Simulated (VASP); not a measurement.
# C (P-3m1) in VASP: further runs

C is run at these levels: PBE; tasks: single point, relaxation of cell and atoms.

Program: VASP 6.6.1. These are calculated values, not measurements. Logs are shortened: lines on timing, memory, paths and dates and some standing lists are left out, and cuts for length are marked.

## (1) The cell of the first run

The structure is trigonal, space group P-3m1 (No. 164). The conventional cell has a = 1.948 Å, b = 1.948 Å, c = 3.194 Å, α = 90.00°, β = 90.00°, γ = 120.00°. C (site symmetry 3m) has 3 C at 1.38 Å within 1.8 Å.

The cell was built from a structure type or drawn by symmetry, and may not be a known phase.

## (2) Single point, PBE

The input, INCAR:

```
SYSTEM = C
PREC     = Accurate       ! precision mode
ENCUT    = 520            ! plane-wave cutoff, eV
EDIFF    = 1E-7           ! SCF threshold, eV
ISMEAR   = 0              ! smearing method
SIGMA    = 0.1            ! smearing width, eV
LREAL    = .False.        ! projectors in reciprocal space
LASPH    = .True.         ! aspherical terms in the spheres
NELM     = 100            ! most SCF steps
ALGO     = Normal         ! electronic algorithm
ISIF     = 2              ! what is computed and relaxed
LWAVE    = .False.        ! write WAVECAR
LCHARG   = .False.        ! write CHGCAR
GGA      = PE             ! functional
NBANDS   = 11             ! bands
```

The input, KPOINTS:

```
Automatic mesh
0
Gamma
  12 12 6
  0 0 0
```

The input, POSCAR:

```
C
1.0
    1.9481707300      0.0000000000      0.0000000000
   -0.9740853700      1.6871653500      0.0000000000
    0.0000000000      0.0000000000      3.1936508700
C
2
Direct
    0.6666666700      0.3333333300      0.3746127700
    0.3333333300      0.6666666700      0.6253872300
```

Potentials or basis: VASP PAW PBE potentials, release 64 (C).

The run is started by

```sh
$ cat potpaw_PBE.64/C/POTCAR > POTCAR
$ mpirun -np 1 vasp_std > vasp.out
```

OUTCAR:

```text
SYSTEM = C
   PREC = Accurate
   ENCUT = 520
   EDIFF = 1E-7
   ISMEAR = 0
   LREAL = .False.
   LASPH = .True.
   NELM = 100
   ISIF = 2
   GGA = PE

 ion  position               nearest neighbor table
   1  0.667  0.333  0.375-   2 1.38   2 1.38   2 1.38
   2  0.333  0.667  0.625-   1 1.38   1 1.38   1 1.38

  LATTYP: Found a hexagonal cell.
 ALAT       =     1.9481707300
 C/A-ratio  =     1.6393074903

  Lattice vectors:

 A1 = (   1.9481707300,   0.0000000000,   0.0000000000)
 A2 = (  -0.9740853700,   1.6871653500,   0.0000000000)
 A3 = (   0.0000000000,   0.0000000000,   3.1936508700)

Analysis of symmetry for initial positions (statically):
=====================================================================
 Subroutine PRICEL returns:
 Original cell was already a primitive cell.

 Routine SETGRP: Setting up the symmetry group for a
 hexagonal supercell.

 Subroutine GETGRP returns: Found 12 space group operations
 (whereof 12 operations were pure point group operations)
 out of a pool of 24 trial point group operations.

The static configuration has the point symmetry D_3d.

Analysis of symmetry for dynamics (positions and initial velocities):
=====================================================================
 Subroutine PRICEL returns:
 Original cell was already a primitive cell.

 Routine SETGRP: Setting up the symmetry group for a
 hexagonal supercell.

 Subroutine GETGRP returns: Found 12 space group operations
 (whereof 12 operations were pure point group operations)
 out of a pool of 24 trial point group operations.

The dynamic configuration has the point symmetry D_3d.

 Subroutine INISYM returns: Found 12 space group operations
 (whereof 12 operations are pure point group operations),
 and found     1 'primitive' translations

----------------------------------------------------------------------------------------

                                     Primitive cell

  volume of cell :      10.4972

  direct lattice vectors                    reciprocal lattice vectors
     1.948170730  0.000000000  0.000000000     0.513302035  0.296355068  0.000000000
    -0.974085370  1.687165350  0.000000000     0.000000000  0.592710134  0.000000000
     0.000000000  0.000000000  3.193650870     0.000000000  0.000000000  0.313121265

  length of vectors
     1.948170730  1.948170738  3.193650870     0.592710136  0.592710134  0.313121265

  position of ions in fractional coordinates (direct lattice)
     0.666666670  0.333333330  0.374612770
     0.333333330  0.666666670  0.625387230

  ion indices of the primitive-cell ions
   primitive index   ion index
                 1           1
                 2           2

----------------------------------------------------------------------------------------

 KPOINTS: Automatic mesh

Automatic generation of k-mesh.
 Grid dimensions read from file:
 generate k-points for:   12   12    6

 Generating k-lattice:

  Cartesian coordinates                     Fractional coordinates (reciprocal lattice)
     0.042775170  0.024696256  0.000000000     0.083333333  0.000000000  0.000000000
     0.000000000  0.049392511  0.000000000     0.000000000  0.083333333  0.000000000
     0.000000000  0.000000000  0.052186877     0.000000000  0.000000000  0.166666667

  Length of vectors
     0.049392511  0.049392511  0.052186877

  Shift w.r.t. Gamma in fractional coordinates (k-lattice)
     0.000000000  0.000000000  0.000000000

 Subroutine IBZKPT returns following result:
 ===========================================

 Found    100 irreducible k-points:

 Following reciprocal coordinates:
            Coordinates               Weight
  0.000000  0.000000  0.000000      1.000000
  0.083333 -0.000000  0.000000      6.000000
  0.166667  0.000000  0.000000      6.000000
  0.250000 -0.000000  0.000000      6.000000
  0.333333  0.000000  0.000000      6.000000
  0.416667  0.000000  0.000000      6.000000
[... 16 lines left out ...]
  0.166667  0.000000  0.166667      6.000000
  0.000000  0.166667  0.166667      6.000000
 [... further k-points ...]
   k-points           NKPTS =    100   k-points in BZ     NKDIM =    100   number of bands    NBANDS=     11
   number of dos      NEDOS =    301   number of ions     NIONS =      2
   total plane-waves  NPLWV =   4704
   dimension x,y,z NGX =    14 NGY =   14 NGZ =   24
   dimension x,y,z NGXF=    28 NGYF=   28 NGZF=   48
   ions per type =               2
   NGX,Y,Z   is equivalent  to a cutoff of  11.95, 11.95, 12.49 a.u.
   NGXF,Y,Z  is equivalent  to a cutoff of  23.89, 23.89, 24.99 a.u.
 SYSTEM =  C
   PREC   = accura    normal or accurate (medium, high low for compatibility)
   ISTART =      0    job   : 0-new  1-cont  2-samecut
   ICHARG =      2    charge: 1-file 2-atom 10-const
   ISPIN  =      1    spin polarized calculation?
   LNONCOLLINEAR =      F non collinear calculations
   LSORBIT =      F    spin-orbit coupling
   LASPH  =      T    aspherical Exc in radial PAW
   ENCUT  =  520.0 eV  38.22 Ry    6.18 a.u.   3.62  3.62  5.94*2*pi/ulx,y,z
   NELM   =    100;   NELMIN=  2; NELMDL= -5     # of ELM steps
   EDIFF  = 0.1E-06   stopping-criterion for ELM
   LREAL  =      F    real-space projection
   EDIFFG = 0.1E-05   stopping-criterion for IOM
   NSW    =      0    number of steps for IOM
   IBRION =     -1    ionic relax: 0-MD 1-quasi-New 2-CG
   NFREE  =      0    steps in history (QN), initial steepest desc. (CG)
   ISIF   =      2    stress and relaxation
   ISYM   =      2    0-nonsym 1-usesym 2-fastsym
   POTIM  = 0.5000    time-step for ionic-motion
   TEBEG  =    0.0;   TEEND  =   0.0 temperature during run
   PSTRESS=    0.0 pullay stress
   NELECT =       8.0000    total number of electrons
   NUPDOWN=      -1.0000    fix difference up-down
   EMIN   =  10.00;   EMAX   =-10.00  energy-range for DOS
   EFERMI =   0.00;   METHOD = LEGACY
   ISMEAR =     0;   SIGMA  =   0.10  broadening in eV -4-tet -1-fermi 0-gaus
   EFERMI_NEDOS =   21; number of points for ismear=-14 and -15
   IALGO  =     38    algorithm
   IMIX   =      4    mixing-type and parameters
     AMIX     =   0.40;   BMIX     =  1.00
     AMIX_MAG =   1.60;   BMIX_MAG =  1.00
  volume/ion in A,a.u.               =       5.25        35.42
  Fermi-wavevector in a.u.,A,eV,Ry     =   1.495366  2.825832 30.424247  2.236119
  Thomas-Fermi vector in A             =   2.607520
   LORBIT       =      0    0 simple, 1 ext, 2 COOP (PROOUT), +10 PAW based schemes
   GGA     = PE    functional components
   LHFCALC =     F    Hartree Fock is set to
   AEXX    =    0.0000 exact exchange contribution
   IVDW    =     0    specifies the selected vdW correction
   LEPSILON=     F    determine dielectric tensor
   LRPA    =     F    only Hartree local field effects (RPA)
 non-spin polarized calculation
 Gauss-broadening in eV      SIGMA  =   0.10
  energy-cutoff  :      520.00
  volume of cell :       10.50
 maximum number of plane-waves:       300
   NGX =  7   NGY =  7   NGZ = 11

 number of electron       8.0000001 magnetization

 Free energy of the ion-electron system (eV)
  ---------------------------------------------------
  ext. energy  EPLUGINS =         0.00000000
  ---------------------------------------------------
  free energy    TOTEN  =        -8.81880154 eV

  energy without entropy =       -8.81570100  energy(sigma->0) =       -8.81725127

 E-fermi :  10.4964     XC(G=0): -13.5861

 val. band max:       10.4934950200   @ k =   0.4167   0.1667   0.1667
 cond. band min:      10.5141570819   @ k =   0.4167   0.1667   0.0000
 fundamental gap:      0.0206620618
 Fermi energy:        10.4963668015

 k-point     1 :       0.0000    0.0000    0.0000
  band No.  band energies     occupation
      1     -15.3580      2.00000
      2       0.4805      2.00000
      3       3.9556      2.00000
      4      15.2633      0.00000
      5      15.2633      0.00000
      6      23.7478      0.00000
      7      23.7478      0.00000
      8      32.6975      0.00000
      9      36.6425      0.00000
     10      42.7370      0.00000
     11      44.8283      0.00000

 k-point     2 :       0.0833   -0.0000    0.0000
  band No.  band energies     occupation
      1     -15.0826      2.00000
      2       0.7122      2.00000
      3       4.2645      2.00000
      4      13.9533      0.00000
      5      14.4837      0.00000
      6      23.7873      0.00000
      7      24.3759      0.00000
      8      32.4071      0.00000
      9      36.1574      0.00000
     10      41.5624      0.00000
     11      42.1723      0.00000

 k-point     3 :       0.1667    0.0000    0.0000
  band No.  band energies     occupation
      1     -14.2573      2.00000
      2       1.3527      2.00000
      3       5.1730      2.00000
      4      10.8719      0.00000
      5      12.8450      0.00000
      6      23.5701      0.00000
      7      25.4187      0.00000
      8      31.0110      0.00000
      9      34.0024      0.00000
     10      39.8319      0.00000
     11      41.1506      0.00000

 k-point     4 :       0.2500   -0.0000    0.0000
  band No.  band energies     occupation
      1     -12.8847      2.00000
      2       2.0241      2.00000
      3       6.5665      2.00000
      4       7.5799      2.00000
      5      11.1825      0.00000
      6      22.5580      0.00000
      7      25.9533      0.00000
      8      28.2460      0.00000
      9      31.2876      0.00000
     10      38.3331      0.00000
     11      40.5045      0.00000

 k-point     5 :       0.3333    0.0000    0.0000
  band No.  band energies     occupation
      1     -10.9728      2.00000
      2       0.8417      2.00000
      3       6.3653      2.00000
      4       8.4633      2.00000
      5       9.8614      2.00000
      6      20.3059      0.00000
      7      25.9556      0.00000
      8      26.0697      0.00000
      9      27.9203      0.00000
     10      37.6960      0.00000
     11      40.1252      0.00000
[... 211 lines left out ...]
 k-point    21 :       0.0833   -0.0000    0.1667
  band No.  band energies     occupation
      1     -14.9896      2.00000
      2      -0.9114      2.00000
      3       6.5141      2.00000
      4      13.9521      0.00000
      5      14.5108      0.00000
      6      23.7896      0.00000
      7      24.3271      0.00000
      8      30.4624      0.00000
      9      36.0556      0.00000
     10      41.0359      0.00000
     11      43.2152      0.00000

 k-point    22 :       0.0000    0.0833    0.1667
  band No.  band energies     occupation
      1     -14.9895      2.00000
      2      -0.9098      2.00000
      3       6.5017      2.00000
      4      13.9887      0.00000
      5      14.5009      0.00000
      6      23.7384      0.00000
      7      24.3769      0.00000
      8      30.2875      0.00000
      9      36.5143      0.00000
     10      40.9205      0.00000
     11      43.4397      0.00000

 k-point    23 :       0.1667    0.0000    0.1667
  band No.  band energies     occupation
      1     -14.1670      2.00000
      2      -0.1515      2.00000
      3       7.2870      2.00000
      4      10.8403      0.00000
      5      12.8777      0.00000
      6      23.4692      0.00000
      7      25.3060      0.00000
      8      30.6919      0.00000
      9      32.5707      0.00000
     10      39.4263      0.00000
     11      41.8323      0.00000

 k-point    24 :       0.0000    0.1667    0.1667
  band No.  band energies     occupation
      1     -14.1667      2.00000
      2      -0.1376      2.00000
      3       7.1362      2.00000
      4      11.0420      0.00000
      5      12.8673      0.00000
      6      23.4663      0.00000
      7      25.3827      0.00000
      8      29.4668      0.00000
      9      34.5071      0.00000
     10      38.7116      0.00000
     11      42.4388      0.00000

 [... further k-points ...]

------------------------ aborting loop because EDIFF is reached ----------------------------------------

  FORCE on cell =-STRESS in cart. coord.  units (eV):
  Direction    XX          YY          ZZ          XY          YZ          ZX
  --------------------------------------------------------------------------------------
  -------------------------------------------------------------------------------------
  Total       20.4679892     20.4679894      1.6224033     -0.0000001      0.0000000     -0.0000000
  in kB     3124.0189779   3124.0190035    247.6266024     -0.0000093      0.0000000     -0.0000000
  external PRESSURE =    2165.2215279 kB  Pullay stress =       0.0000000 kB

 VOLUME and BASIS-vectors are now :
 -----------------------------------------------------------------------------
  energy-cutoff  :      520.00
  volume of cell :       10.50
      direct lattice vectors                 reciprocal lattice vectors
     1.948170730  0.000000000  0.000000000     0.513302035  0.296355068  0.000000000
    -0.974085370  1.687165350  0.000000000     0.000000000  0.592710134  0.000000000
     0.000000000  0.000000000  3.193650870     0.000000000  0.000000000  0.313121265

 POSITION                                       TOTAL-FORCE (eV/Angst)
 -----------------------------------------------------------------------------------
      0.97409      0.56239      1.19638         0.000000     -0.000000     -1.469314
     -0.00000      1.12478      1.99727        -0.000000      0.000000      1.469314
 -----------------------------------------------------------------------------------
    total drift:                                0.000000     -0.000000      0.000000

  FREE ENERGIE OF THE ION-ELECTRON SYSTEM (eV)
  ---------------------------------------------------
  free  energy   TOTEN  =        -8.8188015440 eV

  energy  without entropy=       -8.8157010021  energy(sigma->0) =       -8.81725127
```

Wall time 7.9 s (1 thread of Intel Xeon Platinum 8259CL at 2.50GHz (Skylake/Cascade Lake), shared host); peak memory 0.11 GiB.

What came out:

```
Free energy            : -8.8188 eV
Pressure               : 216.5 GPa
Largest force          : 1.469 eV/Å
Band gap on the k mesh : zero (bands 4 and 5 overlap by 7.34 eV)
```

Forces in eV/Å, atoms in the order of the input:
```
C    0.000  0.000 -1.469
C    0.000  0.000  1.469
```

Caveat: the cell stands under pressure; this functional lacks dispersion, which binds the layers, so the pressure and a relaxed spacing across them are unreliable; forces of over 1 eV/Å act on the atoms, so gaps and moduli don't describe the material at rest.

## (3) Relaxation of cell and atoms, PBE

The input, INCAR:

```
SYSTEM = C
  PREC = Accurate
  ENCUT = 600
  EDIFF = 1E-7
  ISMEAR = 0
  SIGMA = 0.1
  LREAL = .False.
  LASPH = .True.
  NELM = 80
  ALGO = Normal
  ISIF = 3
  LWAVE = .False.
  LCHARG = .False.
  GGA = PE
  IBRION = 2
  NSW = 90
  EDIFFG = -0.04
```

The input, KPOINTS:

```
regular mesh
0
Gamma
  12 12 6
  0 0 0
```

POSCAR is that of step 2.

Potentials or basis: VASP PAW PBE potentials, release 64 (C).

The run is started by

```sh
$ cat potpaw_PBE.64/C/POTCAR > POTCAR
$ mpirun -np 1 vasp_std > vasp.out
```

It took 1.7 min on 1 thread of Intel Xeon Platinum 8259CL at 2.50GHz (Skylake/Cascade Lake), shared host; peak memory 0.12 GiB.

It converged, with:

* Free energy: -18.4047 eV
* Relaxed volume: 9.68 Å³/atom
* Relaxed cell: a = 2.462 Å, b = 2.462 Å, c = 3.688 Å, α = 90.00°, β = 90.00°, γ = 120.00°
* Space group after relaxing (to 0.1 Å): P6/mmm (No. 191)
* Energy gained by relaxing: 4789.7 meV/atom
* Ionic steps: 24
* Pressure after relaxing: 0.3 GPa
* Largest force after relaxing: 0.035 eV/Å
* Band gap on the k mesh: zero (bands 4 and 5 overlap by 0.75 eV)

Forces in eV/Å, atoms in the order of the input:
```
C    0.000  0.000 -0.035
C    0.000  0.000  0.035
```

The path:
| step | energy change (eV) | largest force (eV/Å) | pressure (GPa) | volume (Å³) |
| --- | --- | --- | --- | --- |
| 1 | 0.0000 | 1.4668 | 215.79 | 10.50 |
| 2 | -1.5566 | 6.3708 | -52.22 | 24.27 |
| 3 | -3.7687 | 8.6022 | -18.34 | 16.40 |
| 4 | -5.3726 | 1.7083 | -80.66 | 20.59 |
| 5 | -6.3494 | 6.0198 | -61.88 | 19.20 |
| 6 | -8.2292 | 5.0902 | 8.46 | 13.75 |
| 7 | -8.9263 | 0.9185 | -23.95 | 15.39 |
| 8 | -8.8563 | 0.7633 | 77.35 | 13.55 |
| 9 | -9.2554 | 0.0513 | 16.34 | 14.50 |
| 10 | -9.2555 | 0.0242 | 17.87 | 14.47 |
| 11 | -9.3890 | 0.2848 | 11.03 | 15.40 |
| 12 | -9.5070 | 0.9198 | 1.81 | 17.17 |
| 13 | -9.5145 | 1.1490 | -0.68 | 17.80 |
| 14 | -9.5609 | 0.6297 | 4.18 | 18.57 |
| 15 | -9.5701 | 0.1370 | 2.94 | 18.36 |
| 16 | -9.5702 | 0.1120 | 2.87 | 18.35 |
| 17 | -9.5708 | 0.2172 | -3.23 | 18.92 |
| 18 | -9.5726 | 0.1691 | -0.49 | 18.65 |
| 19 | -9.5767 | 0.0156 | -0.67 | 18.94 |
| 20 | -9.5775 | 0.1561 | -0.80 | 19.16 |
| 21 | -9.5777 | 0.0410 | 2.93 | 19.26 |
| 22 | -9.5787 | 0.0960 | 1.12 | 19.21 |
| 23 | -9.5792 | 0.1060 | -0.19 | 19.43 |
| 24 | -9.5794 | 0.0351 | 0.28 | 19.35 |

Final structure:
```xyz
2
Lattice="2.4618 0.0000 0.0000 -1.2309 2.1320 0.0000 0.0000 0.0000 3.6876" Properties=species:S:1:pos:R:3 pbc="T T T"
C     1.2309    0.7107    1.8448
C     0.0000    1.4213    1.8427
```

Levels at points of the mesh, in eV from the Fermi level:
```csv
k point,band 1,band 2,band 3,band 4,band 5,band 6,band 7,band 8
"(0.00, 0.00, 0.00)",-19.63,-7.03,-3.03,-3.03,3.64,8.38,8.38,11.63
"(0.50, 0.00, 0.00)",-14.34,-13.30,-6.44,-1.95,2.25,7.33,10.84,11.14
"(0.00, 0.00, 0.50)",-19.49,-8.21,-3.02,-3.02,8.41,8.41,8.56,11.42
"(0.50, 0.00, 0.50)",-14.24,-13.22,-6.41,-2.76,1.17,7.52,13.03,15.66
```

Caveat: the volume moved by over 15 % at a fixed basis, so the end points are rough; this functional lacks dispersion, which binds the layers, so the pressure and a relaxed spacing across them are unreliable.

(Continued in part 2 of 2.)
